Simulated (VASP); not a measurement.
# WS (F-43m) in VASP: notebook

Aim: see how the results for WS move with the level of theory and the settings. Levels: PBEsol, r2SCAN. Tasks: relaxation of cell and atoms, single point.

Program: VASP 6.6.1. These are calculated values, not measurements. Logs are shortened: lines on timing, memory, paths and dates and some standing lists are left out, and cuts for length are marked.

## Step 1: The cell of the first run

It takes space group F-43m (No. 216, cubic). The conventional cell has a = 5.285 Å, b = 5.285 Å, c = 5.285 Å, α = 90.00°, β = 90.00°, γ = 90.00°. Within 3.0 Å of W (site symmetry -43m) lie 4 S at 2.29 Å. S (site symmetry -43m) has 4 W at 2.29 Å within 3.0 Å.

## Step 2: Relaxation of cell and atoms, PBEsol

INCAR reads:

```
  ALGO = Normal
  EDIFF = 1E-7
  EDIFFG = -0.01
  ENCUT = 600
  GGA = PS
  IBRION = 2
  ISIF = 3
  ISMEAR = 0
  LASPH = True
  LCHARG = False
  LREAL = False
  LWAVE = False
  NELM = 60
  NSW = 100
  PREC = Accurate
  SIGMA = 0.1
```

KPOINTS reads:

```
k-points
0
Gamma
  14 14 14
```

POSCAR reads:

```
WS
1.0
    0.0000000000      2.6425652740      2.6425652740
    2.6425652740      0.0000000000      2.6425652740
    2.6425652740      2.6425652740      0.0000000000
W S
1 1
Direct
    0.0000000000      0.0000000000      0.0000000000
    0.2500000000      0.2500000000      0.2500000000
```

Potentials or basis: VASP PAW PBE potentials, release 64 (W_sv, S).

Run with:

```sh
$ cat potpaw_PBE.64/W_sv/POTCAR potpaw_PBE.64/S/POTCAR > POTCAR
$ mpirun -np 1 vasp_std > vasp.out
```

OUTCAR:

```text
EDIFF = 1E-7
   EDIFFG = -0.01
   ENCUT = 600
   GGA = PS
   IBRION = 2
   ISIF = 3
   ISMEAR = 0
   LASPH = True
   LREAL = False
   NELM = 60
   NSW = 100
   PREC = Accurate

 ion  position               nearest neighbor table
   1  0.000  0.000  0.000-   2 2.29   2 2.29   2 2.29   2 2.29
   2  0.250  0.250  0.250-   1 2.29   1 2.29   1 2.29   1 2.29

  LATTYP: Found a face centered cubic cell.
 ALAT       =     5.2851305480

  Lattice vectors:

 A1 = (   0.0000000000,   2.6425652740,   2.6425652740)
 A2 = (   2.6425652740,   0.0000000000,   2.6425652740)
 A3 = (   2.6425652740,   2.6425652740,   0.0000000000)

Analysis of symmetry for initial positions (statically):
=====================================================================
 Subroutine PRICEL returns:
 Original cell was already a primitive cell.

 Routine SETGRP: Setting up the symmetry group for a
 face centered cubic supercell.

 Subroutine GETGRP returns: Found 24 space group operations
 (whereof 24 operations were pure point group operations)
 out of a pool of 48 trial point group operations.

The static configuration has the point symmetry T_d .

Analysis of symmetry for dynamics (positions and initial velocities):
=====================================================================
 Subroutine PRICEL returns:
 Original cell was already a primitive cell.

 Routine SETGRP: Setting up the symmetry group for a
 face centered cubic supercell.

 Subroutine GETGRP returns: Found 24 space group operations
 (whereof 24 operations were pure point group operations)
 out of a pool of 48 trial point group operations.

The dynamic configuration has the point symmetry T_d .

 Subroutine INISYM returns: Found 24 space group operations
 (whereof 24 operations are pure point group operations),
 and found     1 'primitive' translations

----------------------------------------------------------------------------------------

                                     Primitive cell

  volume of cell :      36.9069

  direct lattice vectors                    reciprocal lattice vectors
     0.000000000  2.642565274  2.642565274    -0.189210085  0.189210085  0.189210085
     2.642565274  0.000000000  2.642565274     0.189210085 -0.189210085  0.189210085
     2.642565274  2.642565274  0.000000000     0.189210085  0.189210085 -0.189210085

  length of vectors
     3.737151650  3.737151650  3.737151650     0.327721480  0.327721480  0.327721480

  position of ions in fractional coordinates (direct lattice)
     0.000000000  0.000000000  0.000000000
     0.250000000  0.250000000  0.250000000

  ion indices of the primitive-cell ions
   primitive index   ion index
                 1           1
                 2           2

----------------------------------------------------------------------------------------

 KPOINTS: k-points

Automatic generation of k-mesh.
 Grid dimensions read from file:
 generate k-points for:   14   14   14

 Generating k-lattice:

  Cartesian coordinates                     Fractional coordinates (reciprocal lattice)
    -0.013515006  0.013515006  0.013515006     0.071428571  0.000000000  0.000000000
     0.013515006 -0.013515006  0.013515006     0.000000000  0.071428571  0.000000000
     0.013515006  0.013515006 -0.013515006     0.000000000  0.000000000  0.071428571

  Length of vectors
     0.023408677  0.023408677  0.023408677

  Shift w.r.t. Gamma in fractional coordinates (k-lattice)
     0.000000000  0.000000000  0.000000000

 Subroutine IBZKPT returns following result:
 ===========================================

 Found    104 irreducible k-points:

 Following reciprocal coordinates:
            Coordinates               Weight
  0.000000  0.000000  0.000000      1.000000
  0.071429  0.000000  0.000000      8.000000
  0.142857  0.000000  0.000000      8.000000
  0.214286  0.000000  0.000000      8.000000
  0.285714  0.000000  0.000000      8.000000
  0.357143  0.000000  0.000000      8.000000
[... 16 lines left out ...]
  0.214286  0.142857  0.000000     24.000000
  0.285714  0.142857  0.000000     24.000000
 [... further k-points ...]
   k-points           NKPTS =    104   k-points in BZ     NKDIM =    104   number of bands    NBANDS=     14
   number of dos      NEDOS =    301   number of ions     NIONS =      2
   total plane-waves  NPLWV =  27000
   dimension x,y,z NGX =    30 NGY =   30 NGZ =   30
   dimension x,y,z NGXF=    60 NGYF=   60 NGZF=   60
   ions per type =               1   1
   NGX,Y,Z   is equivalent  to a cutoff of  13.35, 13.35, 13.35 a.u.
   NGXF,Y,Z  is equivalent  to a cutoff of  26.69, 26.69, 26.69 a.u.
 SYSTEM =  unknown system
   PREC   = accura    normal or accurate (medium, high low for compatibility)
   ISTART =      0    job   : 0-new  1-cont  2-samecut
   ICHARG =      2    charge: 1-file 2-atom 10-const
   ISPIN  =      1    spin polarized calculation?
   LNONCOLLINEAR =      F non collinear calculations
   LSORBIT =      F    spin-orbit coupling
[... 27 lines left out ...]
   LORBIT       =      0    0 simple, 1 ext, 2 COOP (PROOUT), +10 PAW based schemes
   GGA     = PS    functional components
   LHFCALC =     F    Hartree Fock is set to
   AEXX    =    0.0000 exact exchange contribution
   IVDW    =     0    specifies the selected vdW correction
   LEPSILON=     F    determine dielectric tensor
   LRPA    =     F    only Hartree local field effects (RPA)
 conjugate gradient relaxation of ions
 non-spin polarized calculation
 Gauss-broadening in eV      SIGMA  =   0.10
  energy-cutoff  :      600.00
  volume of cell :       36.91
 maximum number of plane-waves:      1248
 NGX is ok and might be reduce to    30

 number of electron      20.0000001 magnetization

 Free energy of the ion-electron system (eV)
  ---------------------------------------------------
  ext. energy  EPLUGINS =         0.00000000
  ---------------------------------------------------
  free energy    TOTEN  =       -17.31118695 eV

  energy without entropy =      -17.30079752  energy(sigma->0) =      -17.30599223

 E-fermi :   7.9909     XC(G=0): -11.3753

 val. band max:        7.9716143790   @ k =  -0.4286   0.0714   0.0000
 cond. band min:       7.9910546596   @ k =   0.4286   0.0000   0.0000
 fundamental gap:      0.0194402806
 Fermi energy:         7.9909139654

 k-point     1 :       0.0000    0.0000    0.0000
  band No.  band energies     occupation
      1     -65.9710      2.00000
      2     -30.2724      2.00000
      3     -30.2724      2.00000
      4     -30.2724      2.00000
      5      -7.8681      2.00000
      6       1.7723      2.00000
      7       1.7723      2.00000
      8       1.7723      2.00000
      9       7.2525      2.00000
     10       7.2525      2.00000
     11       8.6976      0.00000
     12      12.8810      0.00000
     13      12.8810      0.00000
     14      12.8810      0.00000

 k-point     2 :       0.0714    0.0000    0.0000
  band No.  band energies     occupation
      1     -65.9709      2.00000
      2     -30.2774      2.00000
      3     -30.2731      2.00000
      4     -30.2731      2.00000
      5      -7.8183      2.00000
      6       1.6884      2.00000
      7       1.8021      2.00000
      8       1.8021      2.00000
      9       7.2157      2.00000
     10       7.2157      2.00000
     11       8.9191      0.00000
     12      12.6788      0.00000
     13      12.9325      0.00000
     14      12.9325      0.00000

 k-point     3 :       0.1429    0.0000    0.0000
  band No.  band energies     occupation
      1     -65.9705      2.00000
      2     -30.2913      2.00000
      3     -30.2752      2.00000
      4     -30.2752      2.00000
      5      -7.6772      2.00000
      6       1.4845      2.00000
      7       1.8836      2.00000
      8       1.8836      2.00000
      9       7.1408      2.00000
     10       7.1408      2.00000
     11       9.4916      0.00000
     12      12.1192      0.00000
     13      12.9646      0.00000
     14      12.9646      0.00000
[... 324 lines left out ...]
 k-point    23 :       0.2143    0.1429    0.0000
  band No.  band energies     occupation
      1     -65.9700      2.00000
      2     -30.3047      2.00000
      3     -30.2825      2.00000
      4     -30.2819      2.00000
      5      -7.4571      2.00000
      6       1.1403      2.00000
      7       2.0682      2.00000
      8       2.0846      2.00000
      9       6.4851      2.00000
     10       7.5812      2.00000
     11      10.3765      0.00000
     12      11.6957      0.00000
     13      12.0003      0.00000
     14      12.9034      0.00000

 k-point    24 :       0.2857    0.1429    0.0000
  band No.  band energies     occupation
      1     -65.9695      2.00000
      2     -30.3228      2.00000
      3     -30.2860      2.00000
      4     -30.2853      2.00000
      5      -7.2517      2.00000
      6       0.9964      2.00000
      7       2.1469      2.00000
      8       2.2109      2.00000
      9       6.4155      2.00000
     10       7.6838      1.99999
     11      10.0836      0.00000
     12      11.5309      0.00000
     13      11.5733      0.00000
     14      12.7296      0.00000

 [... further k-points ...]
[... 5 lines left out ...]
  --------------------------------------------------------------------------------------
  -------------------------------------------------------------------------------------
  Total       -0.0123225     -0.0123225     -0.0123225      0.0000000     -0.0000000      0.0000000
  in kB       -0.5349379     -0.5349379     -0.5349379      0.0000000     -0.0000000      0.0000000
  external PRESSURE =      -0.5349379 kB  Pullay stress =       0.0000000 kB

 VOLUME and BASIS-vectors are now :
 -----------------------------------------------------------------------------
  energy-cutoff  :      600.00
  volume of cell :       36.91
      direct lattice vectors                 reciprocal lattice vectors
     0.000000000  2.642565274  2.642565274    -0.189210085  0.189210085  0.189210085
     2.642565274  0.000000000  2.642565274     0.189210085 -0.189210085  0.189210085
     2.642565274  2.642565274  0.000000000     0.189210085  0.189210085 -0.189210085

 POSITION                                       TOTAL-FORCE (eV/Angst)
 -----------------------------------------------------------------------------------
      0.00000      0.00000      0.00000         0.000000      0.000000      0.000000
      1.32128      1.32128      1.32128        -0.000000     -0.000000     -0.000000
 -----------------------------------------------------------------------------------
    total drift:                                0.000000      0.000000      0.000000

  FREE ENERGIE OF THE ION-ELECTRON SYSTEM (eV)
  ---------------------------------------------------
  free  energy   TOTEN  =       -17.3111869498 eV

  energy  without entropy=      -17.3007975152  energy(sigma->0) =      -17.30599223

 reached required accuracy - stopping structural energy minimisation
```

Wall time 31 s (1 thread of Intel Xeon 6975P-C (Granite Rapids), shared host); peak memory 0.22 GiB.

What came out:

| Quantity | Value |
| --- | --- |
| Free energy | -17.3112 eV |
| Pressure after relaxing | -0.1 GPa |
| Band gap on the k mesh | zero (bands 10 and 11 overlap by 0.61 eV) |

Final structure:
```
W S
1.0
     0.00000    2.64257    2.64257
     2.64257    0.00000    2.64257
     2.64257    2.64257    0.00000
W S
1 1
Cartesian
  0.0000 0.0000 0.0000
  1.3213 1.3213 1.3213
```

Levels at points of the mesh, in eV from the Fermi level:
```tsv
k point	band 6	band 7	band 8	band 9	band 10	band 11	band 12	band 13	band 14
(0.00, 0.00, 0.00)	-6.22	-6.22	-6.22	-0.74	-0.74	0.71	4.89	4.89	4.89
(0.50, 0.00, 0.00)	-6.98	-5.73	-5.73	-0.25	-0.16	-0.16	2.48	2.48	3.43
(0.50, 0.50, 0.00)	-7.71	-4.78	-4.78	-2.29	-0.52	0.77	1.03	1.03	8.07
```

Caveat: the relaxation stopped at its first step, so nothing moved; the PAW data sets were made with another functional, which shifts forces and pressure a little; spin-orbit coupling is left out, which moves the levels of the heavy elements.

## Step 3: Single point, PBEsol, collinear spin

This run uses another cell than the first one, of 18.40 Å³/atom.

INCAR reads:

```
  ALGO = Normal
  EDIFF = 1E-6
  ENCUT = 520
  GGA = PS
  ISIF = 2
  ISMEAR = 0
  ISPIN = 2
  LASPH = True
  LCHARG = False
  LMAXMIX = 4
  LORBIT = 11
  LREAL = False
  LWAVE = False
  MAGMOM = 2.5 0
  NBANDS = 21
  NELM = 150
  PREC = Accurate
  SIGMA = 0.1
```

KPOINTS is that of step 2.

POSCAR reads:

```
WS
1.0
    0.0000000000      2.6398533320      2.6398533320
    2.6398533320      0.0000000000      2.6398533320
    2.6398533320      2.6398533320      0.0000000000
W S
1 1
Direct
    0.0000000000      0.0000000000      0.0000000000
    0.2500000000      0.2500000000      0.2500000000
```

Potentials or basis: VASP PAW PBE potentials, release 64 (W_sv, S).

Run with:

```sh
$ cat potpaw_PBE.64/W_sv/POTCAR potpaw_PBE.64/S/POTCAR > POTCAR
$ mpirun -np 1 vasp_std > vasp.out
```

Run time: 74 s. Hardware: 1 thread of Intel Xeon 6975P-C (Granite Rapids), shared host; peak memory 0.25 GiB.

It converged, with:

| Quantity | Value |
| --- | --- |
| Free energy | -17.3103 eV |
| Pressure | 0.4 GPa |
| Band gap on the k mesh | zero (filled and empty bands overlap) |
| Net moment | 0.00 μB per cell |
| Valence electrons inside the program's atomic spheres | W 12.19; S 3.72 |

Levels at points of the mesh, in eV from the Fermi level:
Spin up:
```tsv
k point	band 8	band 9	band 10	band 11	band 12	band 13
(0.00, 0.00, 0.00)	-6.23	-0.74	-0.74	0.72	4.90	4.90
(0.50, 0.00, 0.00)	-5.74	-0.25	-0.16	-0.16	2.48	2.48
(0.50, 0.50, 0.00)	-4.78	-2.30	-0.52	0.77	1.03	1.03
```
Spin down:
| k point | band 7 | band 8 | band 9 | band 10 | band 11 | band 12 | band 13 | band 14 |
| --- | --- | --- | --- | --- | --- | --- | --- | --- |
| (0.00, 0.00, 0.00) | -6.23 | -6.23 | -0.74 | -0.74 | 0.72 | 4.90 | 4.90 | 4.90 |
| (0.50, 0.00, 0.00) | -5.74 | -5.74 | -0.25 | -0.16 | -0.16 | 2.48 | 2.48 | 3.44 |
| (0.50, 0.50, 0.00) | -4.78 | -4.78 | -2.30 | -0.52 | 0.77 | 1.03 | 1.03 | 8.10 |

Caveat: the PAW data sets were made with another functional, which shifts forces and pressure a little; spin-orbit coupling is left out, which moves the levels of the heavy elements.

## Step 4: Single point, r2SCAN, collinear spin

This run uses another cell than the first one, of 18.40 Å³/atom.

POSCAR is that of step 3.

INCAR.step1 reads:

```
PREC = Accurate ; ENCUT = 520
ISMEAR = 0 ; SIGMA = 0.1
LREAL = False ; LASPH = True
NELM = 150 ; ISPIN = 2
MAGMOM = 2.5 0 ; LMAXMIX = 4
NBANDS = 21 ; GGA = PE
ALGO = Normal ; EDIFF = 1E-4
LWAVE = True ; LCHARG = False
```

INCAR.step2 reads:

```
PREC = Accurate ; ENCUT = 520
EDIFF = 1E-6 ; ISMEAR = 0
SIGMA = 0.1 ; LREAL = False
LASPH = True ; NELM = 150
ALGO = Normal ; ISIF = 2
LWAVE = False ; LCHARG = True
ISPIN = 2 ; MAGMOM = 2.5 0
LORBIT = 11 ; LMAXMIX = 4
METAGGA = R2SCAN ; LMIXTAU = True
LELF = True ; LVHAR = True
NBANDS = 21 ; ISTART = 1
```

KPOINTS reads:

```
Automatic mesh
0
Gamma
  14 14 14
```

Run with:

```sh
$ cat potpaw_PBE.64/W_sv/POTCAR potpaw_PBE.64/S/POTCAR > POTCAR
$ cp INCAR.step1 INCAR
$ mpirun -np 1 vasp_std > vasp.out
$ cp INCAR.step2 INCAR
$ mpirun -np 1 vasp_std > vasp.out
```

Wall time 4.6 min (1 thread of Intel Xeon 6975P-C (Granite Rapids), shared host); peak memory 0.27 GiB.

Results (log left out):

```
Free energy                                           : -58.4663 eV
Pressure                                              : 2.6 GPa
Band gap on the k mesh                                : zero (filled and empty bands overlap)
Net moment                                            : 0.00 μB per cell
Valence electrons inside the program's atomic spheres : W 12.18; S 3.75
```

Levels at points of the mesh, in eV from the Fermi level:
Spin up:
```tsv
k point	band 7	band 8	band 9	band 10	band 11	band 12	band 13	band 14
(0.00, 0.00, 0.00)	-6.64	-6.64	-0.83	-0.83	1.11	5.15	5.15	5.15
(0.50, 0.00, 0.00)	-6.14	-6.14	-0.19	-0.19	-0.15	2.62	2.62	3.86
(0.50, 0.50, 0.00)	-5.16	-5.16	-2.27	-0.50	0.77	1.14	1.14	8.46
```
Spin down:
```csv
k point,band 7,band 8,band 9,band 10,band 11,band 12,band 13,band 14
"(0.00, 0.00, 0.00)",-6.64,-6.64,-0.83,-0.83,1.11,5.15,5.15,5.15
"(0.50, 0.00, 0.00)",-6.14,-6.14,-0.19,-0.19,-0.15,2.62,2.62,3.86
"(0.50, 0.50, 0.00)",-5.16,-5.16,-2.27,-0.50,0.77,1.14,1.14,8.46
```

Caveat: the PAW data sets were made with another functional, which shifts forces and pressure a little; spin-orbit coupling is left out, which moves the levels of the heavy elements.

## Step 5: Single point, PBEsol, collinear spin

This run uses another cell than the first one: it holds 4 atoms, not 2.

INCAR reads:

```
SYSTEM = WS
PREC = Accurate
ENCUT = 520
EDIFF = 1E-6
ISMEAR = 0
SIGMA = 0.1
LREAL = .False.
LASPH = .True.
NELM = 150
ALGO = Fast
ISIF = 2
LWAVE = .False.
LCHARG = .True.
ISPIN = 2
MAGMOM = 1 -1 0 0
LORBIT = 11
LMAXMIX = 4
GGA = PS
LELF = .True.
LVHAR = .True.
NBANDS = 32
```

KPOINTS reads:

```
regular mesh
0
Gamma
  14 14 7
  0 0 0
```

POSCAR reads:

```
WS
1.0
    0.0000000000      2.6398533320      2.6398533320
    2.6398533320      0.0000000000      2.6398533320
    5.2797066640      5.2797066640      0.0000000000
W S
2 2
Direct
    1.0000000000      0.0000000000      0.0000000000
    1.0000000000      0.0000000000      0.5000000000
    0.2500000000      0.2500000000      0.1250000000
    0.2500000000      0.2500000000      0.6250000000
```

Run with:

```sh
$ cat potpaw_PBE.64/W_sv/POTCAR potpaw_PBE.64/S/POTCAR > POTCAR
$ mpirun -np 1 vasp_std > vasp.out
```

It took 15 min on 1 thread of Oxide Virtual Turin-like, shared host; peak memory 0.54 GiB.

Results (log left out):

| Quantity | Value |
| --- | --- |
| Free energy | -34.6206 eV |
| Pressure | 0.4 GPa |
| Band gap on the k mesh | zero (filled and empty bands overlap) |
| Net moment | 0.00 μB per cell |
| Valence electrons inside the program's atomic spheres | W 12.19; S 3.72 |

Levels at points of the mesh, in eV from the Fermi level:
Spin up:
```csv
k point,band 16,band 17,band 18,band 19,band 20,band 21,band 22,band 23,band 24,band 25
"(0.00, 0.00, 0.00)",-5.74,-0.74,-0.74,-0.25,-0.16,-0.16,0.72,2.48,2.48,3.44
"(0.50, 0.00, 0.00)",-4.78,-2.30,-0.52,-0.25,-0.16,-0.16,0.77,1.03,1.03,2.48
```
Spin down:
```
           k point  band 17  band 18  band 19  band 20  band 21  band 22  band 23  band 24
(0.00, 0.00, 0.00)    -0.74    -0.74    -0.25    -0.16    -0.16     0.72     2.48     2.48
(0.50, 0.00, 0.00)    -2.30    -0.52    -0.25    -0.16    -0.16     0.77     1.03     1.03
```

Caveat: the PAW data sets were made with another functional, which shifts forces and pressure a little; spin-orbit coupling is left out, which moves the levels of the heavy elements.

## Step 6: The runs side by side

```tsv
task	level	spin	cell	k mesh	cutoff (eV)	gap on the mesh (eV)	pressure (GPa)	moment (μB)
relaxation of cell and atoms	PBEsol	off	relaxed from a = 3.737 Å, angles 60.0°, 2 atoms, atomic positions A	14 × 14 × 14	600	none	-0.1	-
single point	PBEsol	collinear	a = 3.733 Å, angles 60.0°, 2 atoms, atomic positions A	14 × 14 × 14	520	none	0.4	0.00
single point	r2SCAN	collinear	a = 3.733 Å, angles 60.0°, 2 atoms, atomic positions A	14 × 14 × 14	520	none	2.6	0.00
single point	PBEsol	collinear	a = 3.733, b = 3.733, c = 7.467 Å, angles 60.0°, 4 atoms, atomic positions B	14 × 14 × 7	520	none	0.4	0.00
```

Alike in all rows: potentials or basis VASP PAW PBE potentials, release 64 (W_sv, S); smearing gaussian 0.1 eV.

Caveats: the PAW data sets were made with another functional, which shifts forces and pressure a little; spin-orbit coupling is left out, which moves the levels of the heavy elements; the relaxation stopped at its first step, so nothing moved (at least some runs).

Total energies depend on the potentials used, so only differences within one code and one set of settings carry meaning.

The gap in the log of VASP goes by the Fermi energy; the results here count the filled bands.